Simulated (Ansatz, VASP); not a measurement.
**Two plane-wave programs on Te2Mo**

```xyz
6
Lattice="3.5550 0.0000 0.0000 -1.7775 3.0787 0.0000 0.0000 0.0000 35.0365" Properties=species:S:1:pos:R:3 pbc="T T T"
Te    0.0000    2.0525   15.7376
Te   -0.1210    2.0525   33.2286
Te    0.1210    2.0525    1.8079
Te    0.0000    2.0525   19.2989
Mo    0.0000    0.0000    0.0000
Mo    0.0000    0.0000   17.5183
```

Change from the starting cell: mode 7 frozen in at -0.121 Å and mode 12 at +0.027 Å (largest displacements).

Alike in both runs: task single point; functional PBE; k mesh 9 × 9 × 1; occupations gaussian, width 0.05 eV; no spin polarisation.

|  | VASP | Ansatz |
| --- | --- | --- |
| version | VASP 6.6.1 | Ansatz 0.2.0 |
| potentials or method | VASP PAW PBE potentials, release 64 (Te, Mo_sv), cutoff 520 eV | scalar-relativistic, plane waves, PAW |
| valence electrons in the cell | 52 | 92 |

|  | VASP | Ansatz | Ansatz less VASP |
| --- | --- | --- | --- |
| gap on the k mesh at the Fermi level (eV) | 0.98 | 0.98 | +0.003 |
| least direct gap on the mesh (eV) | 0.98 | 0.98 | +0.003 |
| rms of the force components (eV/Å) | 0.284 | 0.282 | -0.0026 |

Atom by atom the forces differ by 0.007 eV/Å (rms over components). With one functional, cell and mesh, what is left measures potentials, basis and numerics. VASP's potentials hold 52 valence electrons a cell and Ansatz's 92, so a difference there can come from the potentials and not from the codes.

Neither program's run includes spin-orbit coupling.
